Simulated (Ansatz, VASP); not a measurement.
# W in VASP and in Ansatz

File POSCAR:

```
W
1.0
    0.0000000000      2.0300000000      2.0706000000
    2.0300000000      0.0000000000      2.0706000000
    2.0300000000      2.0300000000      0.0000000000
W
1
Direct
    0.0000000000      0.0000000000      0.0000000000
```

The input INCAR.step1:

```
SYSTEM = W
ALGO = Normal
EDIFF = 1E-4
ENCUT = 520
GGA = PE
ISMEAR = 0
LASPH = .TRUE.
LCHARG = .FALSE.
LREAL = .FALSE.
LWAVE = .TRUE.
NBANDS = 13
NELM = 60
PREC = Accurate
SIGMA = 0.15
```

Contents of INCAR.step2:

```
SYSTEM = W
ALGO = Normal
EDIFF = 1E-7
ENCUT = 520
ISIF = 2
ISMEAR = 0
ISTART = 1
LASPH = .TRUE.
LCHARG = .TRUE.
LELF = .TRUE.
LMIXTAU = .TRUE.
LREAL = .FALSE.
LVHAR = .TRUE.
LWAVE = .FALSE.
METAGGA = R2SCAN
NBANDS = 13
NELM = 60
PREC = Accurate
SIGMA = 0.15
```

Contents of KPOINTS:

```
k-points
0
G
  20 20 20
  0 0 0
```

Input for Ansatz:

```yaml
crystal:
  lattice:
    - [0.0, 2.03, 2.0706]
    - [2.03, 0.0, 2.0706]
    - [2.03, 2.03, 0.0]
  atoms:
    - { symbol: W, position: [0.0, 0.0, 0.0] }
basis:
  ecutwfc: 500
kpoints:
  mp_grid: { grid: [20, 20, 20] }
hamiltonian:
  xc: r2scan
scf:
  occupations: { method: gaussian, width: 0.15 }
output:
  forces: true
  stress: true
  eigenvalues: true
```

Change from the starting cell: strain +0.0200 x Voigt [0, 0, 1, 0, 0, 0], atoms carried along.

Alike in both runs: task single point; functional r2SCAN; k mesh 20 × 20 × 20; occupations gaussian, width 0.15 eV; no spin polarisation.

|  | VASP | Ansatz |
| --- | --- | --- |
| version | VASP 6.6.1 | Ansatz 0.2.0 |
| potentials or method | VASP PAW PBE potentials, release 64 (W_sv), cutoff 520 eV | scalar-relativistic, plane waves, PAW |
| valence electrons in the cell | 14 | 14 |

```csv
,VASP,Ansatz,Ansatz less VASP
gap on the k mesh at the Fermi level (eV),none,none,-
pressure (GPa),-13.0,-13.8,-0.88
"traceless stress, the component that is largest in VASP (GPa)",5.17,5.15,-0.017
```

VASP's potentials were made for PBE, not for r2SCAN. A gap of «none» marks a metal or a gap that the smearing closes. With one functional, cell and mesh, what is left measures potentials, basis and numerics.

Neither program's run includes spin-orbit coupling.
